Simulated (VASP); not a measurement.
# Y2Si3O (P-6m2) in VASP: further runs, part 2 of 2

VASP 6.6.1. Earlier steps stand in the parts before.

**3. Single point, PBE**

This run uses another cell than the first one, of 29.69 Å³/atom, 1.609 times its volume.

The input, INCAR:

```
SYSTEM = Y2Si3O
PREC = Accurate ; ENCUT = 520
EDIFF = 1E-6 ; ISMEAR = 0
SIGMA = 0.1 ; LREAL = .FALSE.
LASPH = .TRUE. ; NELM = 60
ALGO = Normal ; ISIF = 2
LWAVE = .FALSE. ; LCHARG = .TRUE.
GGA = PE ; LELF = .TRUE.
LVHAR = .TRUE. ; NBANDS = 29
```

The input, KPOINTS:

```
regular mesh
0
G
  6 6 6
  0 0 0
```

The input, POSCAR:

```
Y2Si3O
1.0
    5.9188902590      0.0000000000      0.0000000000
   -2.9594451295      5.1259093265      0.0000000000
    0.0000000000      0.0000000000      5.8708090127
Y Si O
2 3 1
Direct
    0.0000000000      0.0000000000      0.0000000000
    0.0000000000      0.0000000000      0.5000000000
    0.4919677657      0.5080322343      0.5000000000
    0.4919677657      0.9839355315      0.5000000000
    0.0160644685      0.5080322343      0.5000000000
    0.6666666667      0.3333333333      0.5000000000
```

Potentials or basis: VASP PAW PBE potentials, release 64 (Y_sv, Si, O).

On the command line:

```sh
> cat potpaw_PBE.64/Y_sv/POTCAR potpaw_PBE.64/Si/POTCAR potpaw_PBE.64/O/POTCAR > POTCAR
> mpirun -np 1 vasp_std > vasp.out
```

OUTCAR:

```text
SYSTEM = Y2Si3O
   PREC = Accurate
   ENCUT = 520
   EDIFF = 1E-6
   ISMEAR = 0
   LREAL = .FALSE.
   LASPH = .TRUE.
   NELM = 60
   ISIF = 2
   GGA = PE

 ion  position               nearest neighbor table
   1  0.000  0.000  0.000-   2 2.94   2 2.94
   2  0.000  0.000  0.500-   1 2.94   1 2.94   5 2.96   4 2.96   3 2.96   3 2.96   5 2.96   4 2.96

   3  0.492  0.508  0.500-   6 1.79   4 2.82   5 2.82   2 2.96   2 2.96   4 3.10   5 3.10
   4  0.492  0.984  0.500-   6 1.79   5 2.82   3 2.82   2 2.96   2 2.96   5 3.10   3 3.10
   5  0.016  0.508  0.500-   6 1.79   4 2.82   3 2.82   2 2.96   2 2.96   4 3.10   3 3.10
   6  0.667  0.333  0.500-   4 1.79   5 1.79   3 1.79

  LATTYP: Found a hexagonal cell.
 ALAT       =     5.9188902590
 C/A-ratio  =     0.9918766451

  Lattice vectors:

 A1 = (   5.9188902590,   0.0000000000,   0.0000000000)
 A2 = (  -2.9594451295,   5.1259093265,   0.0000000000)
 A3 = (   0.0000000000,   0.0000000000,   5.8708090127)

Analysis of symmetry for initial positions (statically):
=====================================================================
 Subroutine PRICEL returns:
 Original cell was already a primitive cell.

 Routine SETGRP: Setting up the symmetry group for a
 hexagonal supercell.

 Subroutine GETGRP returns: Found 12 space group operations
 (whereof 12 operations were pure point group operations)
 out of a pool of 24 trial point group operations.

The static configuration has the point symmetry D_3h.

Analysis of symmetry for dynamics (positions and initial velocities):
=====================================================================
 Subroutine PRICEL returns:
 Original cell was already a primitive cell.

 Routine SETGRP: Setting up the symmetry group for a
 hexagonal supercell.

 Subroutine GETGRP returns: Found 12 space group operations
 (whereof 12 operations were pure point group operations)
[... 126 lines left out ...]
   EFERMI_NEDOS =   21; number of points for ismear=-14 and -15
   IALGO  =     38    algorithm
   IMIX   =      4    mixing-type and parameters
     AMIX     =   0.40;   BMIX     =  1.00
     AMIX_MAG =   1.60;   BMIX_MAG =  1.00
  volume/ion in A,a.u.               =      29.69       200.33
  Fermi-wavevector in a.u.,A,eV,Ry     =   0.995081  1.880430 13.472302  0.990186
  Thomas-Fermi vector in A             =   2.127077
   LORBIT       =      0    0 simple, 1 ext, 2 COOP (PROOUT), +10 PAW based schemes
   GGA     = PE    functional components
   LHFCALC =     F    Hartree Fock is set to
   AEXX    =    0.0000 exact exchange contribution
   IVDW    =     0    specifies the selected vdW correction
   LEPSILON=     F    determine dielectric tensor
   LRPA    =     F    only Hartree local field effects (RPA)
 non-spin polarized calculation
 Gauss-broadening in eV      SIGMA  =   0.10
  energy-cutoff  :      520.00
  volume of cell :      178.12
 maximum number of plane-waves:      4827
 NGX is ok and might be reduce to    48
   NGX = 21   NGY = 21   NGZ = 21

 number of electron      39.9999995 magnetization

 Free energy of the ion-electron system (eV)
  ---------------------------------------------------
  ext. energy  EPLUGINS =         0.00000000
  ---------------------------------------------------
  free energy    TOTEN  =       -31.60434654 eV

  energy without entropy =      -31.57390343  energy(sigma->0) =      -31.58912498

 E-fermi :   2.4700     XC(G=0):  -8.0948

 val. band max:        2.4595343607   @ k =   0.0000   0.0000   0.1667
 cond. band min:       2.4737213114   @ k =   0.5000   0.0000   0.0000
 fundamental gap:      0.0141869507
 Fermi energy:         2.4700025716

 k-point     1 :       0.0000    0.0000    0.0000
  band No.  band energies     occupation
      1     -41.4961      2.00000
      2     -39.1396      2.00000
      3     -21.6166      2.00000
      4     -21.4816      2.00000
      5     -21.4816      2.00000
      6     -19.2253      2.00000
[... 757 lines left out ...]
     28       4.7812      0.00000
     29       5.1993      0.00000

 [... further k-points ...]
[... 5 lines left out ...]
  --------------------------------------------------------------------------------------
  -------------------------------------------------------------------------------------
  Total        0.0057849      0.0057849     -0.0256543      0.0000000      0.0000000      0.0000000
  in kB        0.0520355      0.0520355     -0.2307602      0.0000000      0.0000000      0.0000000
  external PRESSURE =      -0.0422297 kB  Pullay stress =       0.0000000 kB

 VOLUME and BASIS-vectors are now :
 -----------------------------------------------------------------------------
  energy-cutoff  :      520.00
  volume of cell :      178.12
      direct lattice vectors                 reciprocal lattice vectors
     5.918890259  0.000000000  0.000000000     0.168950590  0.097543668  0.000000000
    -2.959445130  5.125909327  0.000000000     0.000000000  0.195087337  0.000000000
     0.000000000  0.000000000  5.870809013     0.000000000  0.000000000  0.170334276

 POSITION                                       TOTAL-FORCE (eV/Angst)
 -----------------------------------------------------------------------------------
      0.00000      0.00000      0.00000         0.000000     -0.000000     -0.000000
      0.00000      0.00000      2.93540         0.000000     -0.000000     -0.000000
      1.40841      2.60413      2.93540        -0.013873      0.008009      0.000000
     -0.00000      5.04356      2.93540         0.000000     -0.016019     -0.000000
     -1.40841      2.60413      2.93540         0.013873      0.008009      0.000000
      2.95945      1.70864      2.93540         0.000000     -0.000000     -0.000000
 -----------------------------------------------------------------------------------
    total drift:                                0.000000     -0.000000      0.000000

  FREE ENERGIE OF THE ION-ELECTRON SYSTEM (eV)
  ---------------------------------------------------
  free  energy   TOTEN  =       -31.6043465435 eV

  energy  without entropy=      -31.5739034252  energy(sigma->0) =      -31.58912498
```

Run time: 2.6 min. Hardware: 1 thread of Intel Xeon 6975P-C (Granite Rapids), shared host; peak memory 0.41 GiB.

Results:

```
Free energy            : -31.6043 eV
Pressure               : 0.0 GPa
Largest force          : 0.016 eV/Å
Band gap on the k mesh : zero (band 20 reaches 2.87 eV, above the bottom of band 21 at 2.32 eV)
```

Forces on the atoms (eV/Å):
```
Y    0.000  0.000  0.000
Y    0.000  0.000  0.000
Si  -0.014  0.008  0.000
Si   0.000 -0.016  0.000
Si   0.014  0.008  0.000
O    0.000  0.000  0.000
```

**4. Single point, PBE**

This run uses another cell than the first one, of 29.92 Å³/atom, 1.621 times its volume.

The input, INCAR:

```
PREC = Accurate
ENCUT = 520
EDIFF = 1E-6
ISMEAR = 0
SIGMA = 0.1
LREAL = False
LASPH = True
NELM = 100
ALGO = Normal
ISIF = 2
LWAVE = False
LCHARG = False
GGA = PE
NBANDS = 29
```

The input, KPOINTS:

```
regular mesh
0
Gamma
  6 6 4
```

The input, POSCAR:

```
Y2Si3O
1.0
    5.9269268065      0.0000000037      0.0000000000
   -2.9634634064      5.1328691789      0.0000000000
    0.0000000000      0.0000000000      5.9004494085
Y Si O
2 3 1
Direct
    0.0000000000      0.0000000000      0.0000000000
    0.0000000000      0.0000000000      0.5000000000
    0.4927274832      0.5072725168      0.5000000000
    0.4927274832      0.9854549664      0.5000000000
    0.0145450336      0.5072725168      0.5000000000
    0.6666666667      0.3333333333      0.5000000000
```

Potentials or basis: VASP PAW PBE potentials, release 64 (Y_sv, Si, O).

On the command line:

```sh
> cat potpaw_PBE.64/Y_sv/POTCAR potpaw_PBE.64/Si/POTCAR potpaw_PBE.64/O/POTCAR > POTCAR
> mpirun -np 1 vasp_std > vasp.out
```

OUTCAR:

```text
PREC = Accurate
   ENCUT = 520
   EDIFF = 1E-6
   ISMEAR = 0
   LREAL = False
   LASPH = True
   NELM = 100
   ISIF = 2
   GGA = PE

 ion  position               nearest neighbor table
   1  0.000  0.000  0.000-   2 2.95   2 2.95
   2  0.000  0.000  0.500-   1 2.95   1 2.95   5 2.96   5 2.96   3 2.96   3 2.96   4 2.96   4 2.96

   3  0.493  0.507  0.500-   6 1.79   4 2.83   5 2.83   2 2.96   2 2.96   4 3.09   5 3.09
   4  0.493  0.985  0.500-   6 1.79   3 2.83   5 2.83   2 2.96   2 2.96   3 3.09   5 3.09
   5  0.015  0.507  0.500-   6 1.79   4 2.83   3 2.83   2 2.96   2 2.96   4 3.09   3 3.09
   6  0.667  0.333  0.500-   4 1.79   5 1.79   3 1.79

  LATTYP: Found a hexagonal cell.
 ALAT       =     5.9269268065
 C/A-ratio  =     0.9955326936

  Lattice vectors:

 A1 = (   5.9269268065,   0.0000000037,   0.0000000000)
 A2 = (  -2.9634634064,   5.1328691789,   0.0000000000)
 A3 = (   0.0000000000,   0.0000000000,   5.9004494085)

Analysis of symmetry for initial positions (statically):
=====================================================================
 Subroutine PRICEL returns:
 Original cell was already a primitive cell.

 Routine SETGRP: Setting up the symmetry group for a
 hexagonal supercell.

 Subroutine GETGRP returns: Found 12 space group operations
 (whereof 12 operations were pure point group operations)
 out of a pool of 24 trial point group operations.

The static configuration has the point symmetry D_3h.

Analysis of symmetry for dynamics (positions and initial velocities):
=====================================================================
 Subroutine PRICEL returns:
 Original cell was already a primitive cell.

 Routine SETGRP: Setting up the symmetry group for a
 hexagonal supercell.

 Subroutine GETGRP returns: Found 12 space group operations
 (whereof 12 operations were pure point group operations)
 out of a pool of 24 trial point group operations.

The dynamic configuration has the point symmetry D_3h.

 Subroutine INISYM returns: Found 12 space group operations
 (whereof 12 operations are pure point group operations),
 and found     1 'primitive' translations

----------------------------------------------------------------------------------------

                                     Primitive cell

  volume of cell :     179.5043

  direct lattice vectors                    reciprocal lattice vectors
     5.926926807  0.000000004  0.000000000     0.168721503  0.097411405  0.000000000
    -2.963463406  5.132869179  0.000000000    -0.000000000  0.194822811  0.000000000
     0.000000000  0.000000000  5.900449409     0.000000000  0.000000000  0.169478616

  length of vectors
     5.926926807  5.926926806  5.900449409     0.194822811  0.194822811  0.169478616

  position of ions in fractional coordinates (direct lattice)
     0.000000000  0.000000000  0.000000000
     0.000000000  0.000000000  0.500000000
     0.492727483  0.507272517  0.500000000
     0.492727483  0.985454966  0.500000000
     0.014545034  0.507272517  0.500000000
     0.666666667  0.333333333  0.500000000

[... 32 lines left out ...]

 Found     21 irreducible k-points:

 Following reciprocal coordinates:
            Coordinates               Weight
  0.000000  0.000000  0.000000      1.000000
  0.166667 -0.000000  0.000000      6.000000
  0.333333 -0.000000  0.000000      6.000000
  0.500000 -0.000000  0.000000      3.000000
  0.166667  0.166667  0.000000      6.000000
  0.333333  0.166667  0.000000     12.000000
[... 13 lines left out ...]
  0.333333  0.166667  0.500000     12.000000
  0.333333  0.333333  0.500000      2.000000
   k-points           NKPTS =     21   k-points in BZ     NKDIM =     21   number of bands    NBANDS=     29
   number of dos      NEDOS =    301   number of ions     NIONS =      6
   total plane-waves  NPLWV = 110592
   dimension x,y,z NGX =    48 NGY =   48 NGZ =   48
   dimension x,y,z NGXF=    96 NGYF=   96 NGZF=   96
   ions per type =               2   3   1
   NGX,Y,Z   is equivalent  to a cutoff of  13.46, 13.46, 13.52 a.u.
   NGXF,Y,Z  is equivalent  to a cutoff of  26.93, 26.93, 27.05 a.u.
 SYSTEM =  unknown system
   PREC   = accura    normal or accurate (medium, high low for compatibility)
   ISTART =      0    job   : 0-new  1-cont  2-samecut
   ICHARG =      2    charge: 1-file 2-atom 10-const
   ISPIN  =      1    spin polarized calculation?
   LNONCOLLINEAR =      F non collinear calculations
   LSORBIT =      F    spin-orbit coupling
   LASPH  =      T    aspherical Exc in radial PAW
   ENCUT  =  520.0 eV  38.22 Ry    6.18 a.u.  11.02 11.02 10.97*2*pi/ulx,y,z
   NELM   =    100;   NELMIN=  2; NELMDL= -5     # of ELM steps
   EDIFF  = 0.1E-05   stopping-criterion for ELM
   LREAL  =      F    real-space projection
   EDIFFG = 0.1E-04   stopping-criterion for IOM
   NSW    =      0    number of steps for IOM
   IBRION =     -1    ionic relax: 0-MD 1-quasi-New 2-CG
   NFREE  =      0    steps in history (QN), initial steepest desc. (CG)
   ISIF   =      2    stress and relaxation
   ISYM   =      2    0-nonsym 1-usesym 2-fastsym
   POTIM  = 0.5000    time-step for ionic-motion
   TEBEG  =    0.0;   TEEND  =   0.0 temperature during run
   PSTRESS=    0.0 pullay stress
   NELECT =      40.0000    total number of electrons
   NUPDOWN=      -1.0000    fix difference up-down
   EMIN   =  10.00;   EMAX   =-10.00  energy-range for DOS
   EFERMI =   0.00;   METHOD = LEGACY
   ISMEAR =     0;   SIGMA  =   0.10  broadening in eV -4-tet -1-fermi 0-gaus
   EFERMI_NEDOS =   21; number of points for ismear=-14 and -15
   IALGO  =     38    algorithm
   IMIX   =      4    mixing-type and parameters
     AMIX     =   0.40;   BMIX     =  1.00
     AMIX_MAG =   1.60;   BMIX_MAG =  1.00
  volume/ion in A,a.u.               =      29.92       201.89
  Fermi-wavevector in a.u.,A,eV,Ry     =   0.992514  1.875579 13.402876  0.985084
  Thomas-Fermi vector in A             =   2.124331
   LORBIT       =      0    0 simple, 1 ext, 2 COOP (PROOUT), +10 PAW based schemes
   GGA     = PE    functional components
   LHFCALC =     F    Hartree Fock is set to
   AEXX    =    0.0000 exact exchange contribution
   IVDW    =     0    specifies the selected vdW correction
   LEPSILON=     F    determine dielectric tensor
   LRPA    =     F    only Hartree local field effects (RPA)
 non-spin polarized calculation
 Gauss-broadening in eV      SIGMA  =   0.10
  energy-cutoff  :      520.00
  volume of cell :      179.50
 maximum number of plane-waves:      4872
 NGX is ok and might be reduce to    48
   NGX = 23   NGY = 23   NGZ = 21

 number of electron      39.9999995 magnetization

 Free energy of the ion-electron system (eV)
  ---------------------------------------------------
  ext. energy  EPLUGINS =         0.00000000
  ---------------------------------------------------
  free energy    TOTEN  =       -31.59339805 eV

  energy without entropy =      -31.56475126  energy(sigma->0) =      -31.57907465

 E-fermi :   2.4521     XC(G=0):  -8.0660

 val. band max:        2.4455213404   @ k =   0.5000  -0.0000   0.5000
 cond. band min:       2.4712344441   @ k =   0.1667  -0.0000   0.2500
 fundamental gap:      0.0257131037
 Fermi energy:         2.4521317644

 k-point     1 :       0.0000    0.0000    0.0000
  band No.  band energies     occupation
      1     -41.5944      2.00000
      2     -39.1963      2.00000
      3     -21.6928      2.00000
      4     -21.5739      2.00000
      5     -21.5739      2.00000
      6     -19.2735      2.00000
[... 661 lines left out ...]
     28       5.1166      0.00000
     29       5.7069      0.00000

------------------------ aborting loop because EDIFF is reached ----------------------------------------

  FORCE on cell =-STRESS in cart. coord.  units (eV):
  Direction    XX          YY          ZZ          XY          YZ          ZX
  --------------------------------------------------------------------------------------
  -------------------------------------------------------------------------------------
  Total        0.0634434      0.0634434     -0.1319443      0.0000000      0.0000000      0.0000000
  in kB        0.5662679      0.5662679     -1.1776778      0.0000000      0.0000000      0.0000000
  external PRESSURE =      -0.0150473 kB  Pullay stress =       0.0000000 kB

 VOLUME and BASIS-vectors are now :
 -----------------------------------------------------------------------------
  energy-cutoff  :      520.00
  volume of cell :      179.50
      direct lattice vectors                 reciprocal lattice vectors
     5.926926807  0.000000004  0.000000000     0.168721503  0.097411405  0.000000000
    -2.963463406  5.132869179  0.000000000    -0.000000000  0.194822811  0.000000000
     0.000000000  0.000000000  5.900449409     0.000000000  0.000000000  0.169478616

 POSITION                                       TOTAL-FORCE (eV/Angst)
 -----------------------------------------------------------------------------------
      0.00000      0.00000      0.00000        -0.000000      0.000000      0.000000
      0.00000      0.00000      2.95022        -0.000000      0.000000      0.000000
      1.41708      2.60376      2.95022        -0.043866      0.025326      0.000000
     -0.00000      5.05821      2.95022         0.000000     -0.050652     -0.000000
     -1.41708      2.60376      2.95022         0.043866      0.025326      0.000000
      2.96346      1.71096      2.95022        -0.000000      0.000000      0.000000
 -----------------------------------------------------------------------------------
    total drift:                                0.000001     -0.000001      0.000000

  FREE ENERGIE OF THE ION-ELECTRON SYSTEM (eV)
  ---------------------------------------------------
  free  energy   TOTEN  =       -31.5933980469 eV

  energy  without entropy=      -31.5647512558  energy(sigma->0) =      -31.57907465
```

stdout:

```text
POSCAR found type information on POSCAR Y SiO
 POSCAR found :  3 types and       6 ions
 scaLAPACK will be used
 LDA part: xc-table for (Slater+PW92), standard interpolation
 POSCAR, INCAR and KPOINTS ok, starting setup
 FFT: planning ... GRIDC
 FFT: planning ... GRID_SOFT
 FFT: planning ... GRID
 WAVECAR not read
 entering main loop
```

Wall time 2.1 min (1 thread of Intel Xeon 6975P-C (Granite Rapids), shared host); peak memory 0.38 GiB.

What came out:

```yaml
Free_energy: -31.5934 eV
Pressure: 0.0 GPa
Largest_force: 0.051 eV/Å
Band_gap_on_the_k_mesh: zero (band 20 reaches 2.68 eV, above the bottom of band 21 at 2.28 eV)
```

Forces on the atoms (eV/Å):
```
Y    0.000  0.000  0.000
Y    0.000  0.000  0.000
Si  -0.044  0.025  0.000
Si   0.000 -0.051  0.000
Si   0.044  0.025  0.000
O    0.000  0.000  0.000
```

Levels at points of the mesh, in eV from the Fermi level:
```
           k point  band 17  band 18  band 19  band 20  band 21  band 22  band 23  band 24
(0.00, 0.00, 0.00)    -0.74    -0.38    -0.38    -0.20    -0.17    -0.17     0.51     1.24
(0.50, 0.00, 0.00)    -1.65    -0.91    -0.85    -0.02     0.27     0.40     0.82     1.57
(0.00, 0.00, 0.50)    -0.45    -0.36    -0.36     0.23     0.23     1.02     1.02     1.46
(0.50, 0.00, 0.50)    -1.93    -0.62    -0.25    -0.01     0.24     1.03     1.04     1.61
```

**5. Overview**

| cell | k mesh | gap on the mesh (eV) | pressure (GPa) | largest force (eV/Å) |
| --- | --- | --- | --- | --- |
| a = 4.621, b = 4.621, c = 5.987 Å, angles 90.0, 90.0, 120.0°, 6 atoms | 6 × 6 × 4 | none | 89.4 | 38.00 |
| a = 5.919, b = 5.919, c = 5.871 Å, angles 90.0, 90.0, 120.0°, 6 atoms | 6 × 6 × 6 | none | 0.0 | 0.02 |
| a = 5.927, b = 5.927, c = 5.900 Å, angles 90.0, 90.0, 120.0°, 6 atoms | 6 × 6 × 4 | none | 0.0 | 0.05 |

Alike in all rows: task single point; level PBE; potentials or basis VASP PAW PBE potentials, release 64 (Y_sv, Si, O); no spin polarisation; cutoff (eV) 520; smearing gaussian 0.1 eV.

Caveats: forces of over 1 eV/Å act on the atoms, so gaps and moduli don't describe the material at rest (some runs).

Absolute energies hang on the potentials; compare differences alone.
